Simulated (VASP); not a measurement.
# W in VASP: notebook

Runs on W. Level: PBEsol. Tasks: single point.

Program: VASP 6.6.1. These are calculated values, not measurements. Logs are shortened: lines on timing, memory, paths and dates and some standing lists are left out, and cuts for length are marked.

**1. The cell of the first run**

Symmetry: Fm-3m, No. 225, cubic system. Conventional cell: a = 4.060 Å, b = 4.060 Å, c = 4.060 Å, α = 90.00°, β = 90.00°, γ = 90.00°. Within 3.8 Å of W (site symmetry m-3m) lie 12 W at 2.87 Å.

**2. Single point, PBEsol**

File INCAR:

```
SYSTEM = W
PREC = Accurate
ENCUT = 520
EDIFF = 1E-6
ISMEAR = -1
SIGMA = 0.05
LREAL = .FALSE.
LASPH = .TRUE.
NELM = 100
ALGO = Normal
ISIF = 2
LWAVE = .FALSE.
LCHARG = .FALSE.
GGA = PS
NBANDS = 13
```

File KPOINTS:

```
Automatic mesh
0
G
  14 14 14
  0 0 0
```

File POSCAR:

```
W
1.0
    0.0000000000      2.0300000000      2.0300000000
    2.0300000000      0.0000000000      2.0300000000
    2.0300000000      2.0300000000      0.0000000000
W
1
Direct
    0.0000000000      0.0000000000      0.0000000000
```

Potentials or basis: VASP PAW PBE potentials, release 64 (W_sv).

The run is started by

```console
cat potpaw_PBE.64/W_sv/POTCAR > POTCAR
mpirun -np 1 vasp_std > vasp.out
```

OUTCAR:

```text
SYSTEM = W
   PREC = Accurate
   ENCUT = 520
   EDIFF = 1E-6
   ISMEAR = -1
   LREAL = .FALSE.
   LASPH = .TRUE.
   NELM = 100
   ISIF = 2
   GGA = PS

 ion  position               nearest neighbor table
   1  0.000  0.000  0.000-

  LATTYP: Found a face centered cubic cell.
 ALAT       =     4.0600000000

  Lattice vectors:

 A1 = (   0.0000000000,   2.0300000000,   2.0300000000)
 A2 = (   2.0300000000,   0.0000000000,   2.0300000000)
 A3 = (   2.0300000000,   2.0300000000,   0.0000000000)

Analysis of symmetry for initial positions (statically):
=====================================================================
 Subroutine PRICEL returns:
 Original cell was already a primitive cell.

 Routine SETGRP: Setting up the symmetry group for a
 face centered cubic supercell.

 Subroutine GETGRP returns: Found 48 space group operations
 (whereof 48 operations were pure point group operations)
 out of a pool of 48 trial point group operations.

The static configuration has the point symmetry O_h .

Analysis of symmetry for dynamics (positions and initial velocities):
=====================================================================
 Subroutine PRICEL returns:
 Original cell was already a primitive cell.

 Routine SETGRP: Setting up the symmetry group for a
 face centered cubic supercell.

 Subroutine GETGRP returns: Found 48 space group operations
 (whereof 48 operations were pure point group operations)
 out of a pool of 48 trial point group operations.

The dynamic configuration has the point symmetry O_h .

 Subroutine INISYM returns: Found 48 space group operations
 (whereof 48 operations are pure point group operations),
 and found     1 'primitive' translations

----------------------------------------------------------------------------------------

                                     Primitive cell

  volume of cell :      16.7309

  direct lattice vectors                    reciprocal lattice vectors
     0.000000000  2.030000000  2.030000000    -0.246305419  0.246305419  0.246305419
     2.030000000  0.000000000  2.030000000     0.246305419 -0.246305419  0.246305419
     2.030000000  2.030000000  0.000000000     0.246305419  0.246305419 -0.246305419

  length of vectors
     2.870853532  2.870853532  2.870853532     0.426613499  0.426613499  0.426613499

  position of ions in fractional coordinates (direct lattice)
     0.000000000  0.000000000  0.000000000

  ion indices of the primitive-cell ions
   primitive index   ion index
                 1           1

----------------------------------------------------------------------------------------

 KPOINTS: Automatic mesh

Automatic generation of k-mesh.
 Grid dimensions read from file:
 generate k-points for:   14   14   14

 Generating k-lattice:

  Cartesian coordinates                     Fractional coordinates (reciprocal lattice)
    -0.017593244  0.017593244  0.017593244     0.071428571  0.000000000  0.000000000
     0.017593244 -0.017593244  0.017593244     0.000000000  0.071428571  0.000000000
     0.017593244  0.017593244 -0.017593244     0.000000000  0.000000000  0.071428571

  Length of vectors
     0.030472393  0.030472393  0.030472393

  Shift w.r.t. Gamma in fractional coordinates (k-lattice)
     0.000000000  0.000000000  0.000000000

 Subroutine IBZKPT returns following result:
 ===========================================

 Found    104 irreducible k-points:

 Following reciprocal coordinates:
            Coordinates               Weight
  0.000000  0.000000  0.000000      1.000000
  0.071429  0.000000  0.000000      8.000000
  0.142857  0.000000  0.000000      8.000000
  0.214286  0.000000  0.000000      8.000000
  0.285714  0.000000  0.000000      8.000000
  0.357143  0.000000  0.000000      8.000000
[... 16 lines left out ...]
  0.214286  0.142857  0.000000     24.000000
  0.285714  0.142857  0.000000     24.000000
 [... further k-points ...]
   k-points           NKPTS =    104   k-points in BZ     NKDIM =    104   number of bands    NBANDS=     13
   number of dos      NEDOS =    301   number of ions     NIONS =      1
   total plane-waves  NPLWV =  13824
   dimension x,y,z NGX =    24 NGY =   24 NGZ =   24
   dimension x,y,z NGXF=    48 NGYF=   48 NGZF=   48
   ions per type =               1
   NGX,Y,Z   is equivalent  to a cutoff of  13.90, 13.90, 13.90 a.u.
   NGXF,Y,Z  is equivalent  to a cutoff of  27.80, 27.80, 27.80 a.u.
 SYSTEM =  W
   PREC   = accura    normal or accurate (medium, high low for compatibility)
   ISTART =      0    job   : 0-new  1-cont  2-samecut
   ICHARG =      2    charge: 1-file 2-atom 10-const
   ISPIN  =      1    spin polarized calculation?
   LNONCOLLINEAR =      F non collinear calculations
   LSORBIT =      F    spin-orbit coupling
   LASPH  =      T    aspherical Exc in radial PAW
   ENCUT  =  520.0 eV  38.22 Ry    6.18 a.u.   5.34  5.34  5.34*2*pi/ulx,y,z
   NELM   =    100;   NELMIN=  2; NELMDL= -5     # of ELM steps
   EDIFF  = 0.1E-05   stopping-criterion for ELM
   LREAL  =      F    real-space projection
   EDIFFG = 0.1E-04   stopping-criterion for IOM
   NSW    =      0    number of steps for IOM
   IBRION =     -1    ionic relax: 0-MD 1-quasi-New 2-CG
   NFREE  =      0    steps in history (QN), initial steepest desc. (CG)
   ISIF   =      2    stress and relaxation
   ISYM   =      2    0-nonsym 1-usesym 2-fastsym
   POTIM  = 0.5000    time-step for ionic-motion
   TEBEG  =    0.0;   TEEND  =   0.0 temperature during run
   PSTRESS=    0.0 pullay stress
   NELECT =      14.0000    total number of electrons
   NUPDOWN=      -1.0000    fix difference up-down
   EMIN   =  10.00;   EMAX   =-10.00  energy-range for DOS
   EFERMI =   0.00;   METHOD = LEGACY
   ISMEAR =    -1;   SIGMA  =   0.05  broadening in eV -4-tet -1-fermi 0-gaus
   EFERMI_NEDOS =   21; number of points for ismear=-14 and -15
   IALGO  =     38    algorithm
   IMIX   =      4    mixing-type and parameters
     AMIX     =   0.40;   BMIX     =  1.00
     AMIX_MAG =   1.60;   BMIX_MAG =  1.00
  volume/ion in A,a.u.               =      16.73       112.91
  Fermi-wavevector in a.u.,A,eV,Ry     =   1.542688  2.915258 32.380324  2.379887
  Thomas-Fermi vector in A             =   2.648457
   LORBIT       =      0    0 simple, 1 ext, 2 COOP (PROOUT), +10 PAW based schemes
   GGA     = PS    functional components
   LHFCALC =     F    Hartree Fock is set to
   AEXX    =    0.0000 exact exchange contribution
   IVDW    =     0    specifies the selected vdW correction
   LEPSILON=     F    determine dielectric tensor
   LRPA    =     F    only Hartree local field effects (RPA)
 non-spin polarized calculation
  energy-cutoff  :      520.00
  volume of cell :       16.73
 maximum number of plane-waves:       464
 NGX is ok and might be reduce to    24
   NGX = 11   NGY = 11   NGZ = 11

 number of electron      14.0000002 magnetization

 Free energy of the ion-electron system (eV)
  ---------------------------------------------------
  ext. energy  EPLUGINS =         0.00000000
  ---------------------------------------------------
  free energy    TOTEN  =       -13.28764440 eV

  energy without entropy =      -13.27710530  energy(sigma->0) =      -13.28237485

 E-fermi :  10.0371     XC(G=0): -13.4492

 val. band max:       10.0322152378   @ k =   0.2143   0.0714   0.0000
 cond. band min:      10.0506366647   @ k =  -0.1429   0.0714   0.0000
 fundamental gap:      0.0184214269
 Fermi energy:        10.0371442861

 k-point     1 :       0.0000    0.0000    0.0000
  band No.  band energies     occupation
      1     -63.6155      2.00000
      2     -27.2648      2.00000
      3     -27.2648      2.00000
      4     -27.2648      2.00000
      5       1.1520      2.00000
      6       9.5169      1.99994
      7       9.5169      1.99994
      8       9.5169      1.99994
      9      12.5469      0.00000
     10      12.5469      0.00000
     11      22.8595      0.00000
     12      27.9439      0.00000
     13      27.9439      0.00000

 k-point     2 :       0.0714    0.0000    0.0000
  band No.  band energies     occupation
      1     -63.6107      2.00000
      2     -27.3217      2.00000
      3     -27.2721      2.00000
      4     -27.2721      2.00000
      5       1.3709      2.00000
      6       9.3504      2.00000
      7       9.6184      1.99954
      8       9.6184      1.99954
      9      12.4563      0.00000
     10      12.4563      0.00000
     11      23.2959      0.00000
     12      27.0233      0.00000
     13      28.3536      0.00000

 k-point     3 :       0.1429    0.0000    0.0000
  band No.  band energies     occupation
      1     -63.5972      2.00000
      2     -27.4791      2.00000
      3     -27.2926      2.00000
      4     -27.2926      2.00000
      5       1.9889      2.00000
      6       8.9599      2.00000
      7       9.8516      1.95227
      8       9.8516      1.95227
      9      12.3011      0.00000
     10      12.3011      0.00000
     11      24.2977      0.00000
     12      25.6338      0.00000
     13      29.5180      0.00000
[... 305 lines left out ...]
 k-point    23 :       0.2143    0.1429    0.0000
  band No.  band energies     occupation
      1     -63.5766      2.00000
      2     -27.6170      2.00000
      3     -27.3772      2.00000
      4     -27.3684      2.00000
      5       2.9533      2.00000
      6       8.1065      2.00000
      7      10.2653      0.02063
      8      10.5359      0.00009
      9      11.1763      0.00000
     10      13.1369      0.00000
     11      25.8283      0.00000
     12      26.4016      0.00000
     13      29.0708      0.00000

 k-point    24 :       0.2857    0.1429    0.0000
  band No.  band energies     occupation
      1     -63.5576      2.00000
      2     -27.8133      2.00000
      3     -27.4137      2.00000
      4     -27.4026      2.00000
      5       3.8373      2.00000
      6       7.8266      2.00000
      7       9.7069      1.99729
      8      10.6489      0.00001
      9      11.9856      0.00000
     10      13.5779      0.00000
     11      24.5483      0.00000
     12      27.4691      0.00000
     13      29.6093      0.00000

 [... further k-points ...]
[... 5 lines left out ...]
  --------------------------------------------------------------------------------------
  -------------------------------------------------------------------------------------
  Total       -1.2709782     -1.2709782     -1.2709782     -0.0000000     -0.0000000      0.0000000
  in kB     -121.7112063   -121.7112063   -121.7112063     -0.0000000     -0.0000000      0.0000000
  external PRESSURE =    -121.7112063 kB  Pullay stress =       0.0000000 kB

 VOLUME and BASIS-vectors are now :
 -----------------------------------------------------------------------------
  energy-cutoff  :      520.00
  volume of cell :       16.73
      direct lattice vectors                 reciprocal lattice vectors
     0.000000000  2.030000000  2.030000000    -0.246305419  0.246305419  0.246305419
     2.030000000  0.000000000  2.030000000     0.246305419 -0.246305419  0.246305419
     2.030000000  2.030000000  0.000000000     0.246305419  0.246305419 -0.246305419

 POSITION                                       TOTAL-FORCE (eV/Angst)
 -----------------------------------------------------------------------------------
      0.00000      0.00000      0.00000         0.000000      0.000000      0.000000
 -----------------------------------------------------------------------------------
    total drift:                               -0.000000      0.000000      0.000000

  FREE ENERGIE OF THE ION-ELECTRON SYSTEM (eV)
  ---------------------------------------------------
  free  energy   TOTEN  =       -13.2876443966 eV

  energy  without entropy=      -13.2771052984  energy(sigma->0) =      -13.28237485
```

Run time: 6.6 s. Hardware: 1 thread of Intel Xeon 6975P-C (Granite Rapids), shared host; peak memory 0.15 GiB.

Results:

| Quantity | Value |
| --- | --- |
| Free energy | -13.2876 eV |
| Pressure | -12.2 GPa |
| Band gap on the k mesh | zero (band 7 reaches 13.02 eV, above the bottom of band 8 at 9.52 eV) |

Caveat: the PAW data sets were made with another functional, which shifts forces and pressure a little; spin-orbit coupling is left out, which moves the levels of the heavy elements.

**3. Single point, PBEsol (equal xx and yy strain of -2 %)**

File INCAR:

```
PREC     = Accurate       # precision mode
ENCUT    = 500            # plane-wave cutoff, eV
EDIFF    = 1E-6           # SCF threshold, eV
ISMEAR   = -1             # smearing method
SIGMA    = 0.05           # smearing width, eV
LREAL    = False          # projectors in reciprocal space
LASPH    = True           # aspherical terms in the spheres
NELM     = 120            # most SCF steps
ALGO     = Normal         # electronic algorithm
ISIF     = 2              # what is computed and relaxed
LWAVE    = False          # write WAVECAR
LCHARG   = False          # write CHGCAR
GGA      = PS             # functional
NBANDS   = 13             # bands
GGA_COMPAT= False
```

File KPOINTS:

```
Automatic mesh
0
Gamma
  14 14 14
```

File POSCAR:

```
W
1.0
    0.0000000000      1.9894000000      2.0300000000
    1.9894000000      0.0000000000      2.0300000000
    1.9894000000      1.9894000000      0.0000000000
W
1
Direct
    0.0000000000      0.0000000000      0.0000000000
```

Potentials or basis: VASP PAW PBE potentials, release 64 (W_sv).

The run is started by

```console
cat potpaw_PBE.64/W_sv/POTCAR > POTCAR
mpirun -np 1 vasp_std > vasp.out
```

Wall time 45 s (1 thread of Intel Xeon 8259CL, shared host); peak memory 0.17 GiB.

It converged, with:

| Property | Result |
| --- | --- |
| Free energy | -13.3196 eV |
| Pressure | -1.0 GPa |
| Band gap on the k mesh | zero (band 7 reaches 13.93 eV, above the bottom of band 8 at 10.11 eV) |

Stress tensor (GPa, compression positive):
```
-3.03  0.00  0.00
 0.00 -3.03  0.00
 0.00  0.00  3.06
```

Levels at points of the mesh, in eV from the Fermi level:
| k point | band 3 | band 4 | band 5 | band 6 | band 7 | band 8 | band 9 | band 10 | band 11 | band 12 |
| --- | --- | --- | --- | --- | --- | --- | --- | --- | --- | --- |
| (0.00, 0.00, 0.00) | -37.17 | -37.17 | -9.11 | -0.76 | -0.49 | -0.49 | 2.42 | 2.84 | 12.87 | 17.70 |
| (0.50, 0.00, 0.00) | -37.37 | -37.32 | -5.72 | -0.97 | -0.66 | 0.73 | 5.11 | 5.29 | 10.61 | 12.49 |
| (0.50, 0.50, 0.00) | -37.59 | -37.59 | -5.65 | -4.60 | 2.93 | 5.19 | 5.95 | 5.95 | 12.14 | 12.14 |
| (0.50, 0.00, 0.50) | -37.66 | -37.63 | -5.63 | -4.66 | 3.33 | 5.14 | 5.81 | 6.14 | 11.66 | 12.00 |

Caveat: the cell differs from its parent crystal (equal xx and yy strain of -2 %); the PAW data sets were made with another functional, which shifts forces and pressure a little; spin-orbit coupling is left out, which moves the levels of the heavy elements.
